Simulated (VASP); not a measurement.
Input of a VASP 6.6.1 run:

Contents of POSCAR:

```
CdS
1.0
    0.0854372601      2.7440443919      2.7440443919
    2.7440443919      0.0854372601      2.7440443919
    2.7440443919      2.7440443919      0.0854372601
Cd S
1 1
Direct
    0.0000000000      0.0000000000      0.0000000000
    0.5000000000      0.5000000000      0.5000000000
```

The input INCAR.step1:

```
SYSTEM = CdS
PREC = Accurate
ENCUT = 520
EDIFF = 1E-5
ISMEAR = -1
SIGMA = 0.02
LREAL = .False.
LASPH = .True.
NELM = 60
ALGO = Normal
ISIF = 2
LWAVE = .True.
LCHARG = .False.
GGA = PE
NBANDS = 16
```

INCAR.step2

```
SYSTEM = CdS
PREC = Accurate
ENCUT = 520
EDIFF = 1E-7
ISMEAR = -1
SIGMA = 0.02
LREAL = .False.
LASPH = .True.
NELM = 60
ALGO = Normal
ISIF = 2
LWAVE = .False.
LCHARG = .False.
GGA = PE
LHFCALC = .True.
HFSCREEN = 0.2079
PRECFOCK = Normal
ISTART = 1
NBANDS = 16
```

KPOINTS

```
regular mesh
0
Gamma
  6 6 6
  0 0 0
```

Potentials or basis: VASP PAW PBE potentials, release 64 (Cd, S).

Launch:

```sh
$ cat potpaw_PBE.64/Cd/POTCAR potpaw_PBE.64/S/POTCAR > POTCAR
$ cp INCAR.step1 INCAR
$ mpirun -np 1 vasp_std > vasp.out
$ cp INCAR.step2 INCAR
$ mpirun -np 1 vasp_std > vasp.out
```

(1) Predict the pressure.

(2) What does it give for the band gap on the k mesh?

Results:

(1) 2.9 GPa.

(2) 1.10 eV (least direct gap 2.79 eV).

Caveat: the cell differs from its parent crystal (epitaxial 111 strain -2.5%); the structure was generated, so it needn't be the stable form of CdS; the PAW data sets were made with another functional, which shifts forces and pressure a little.
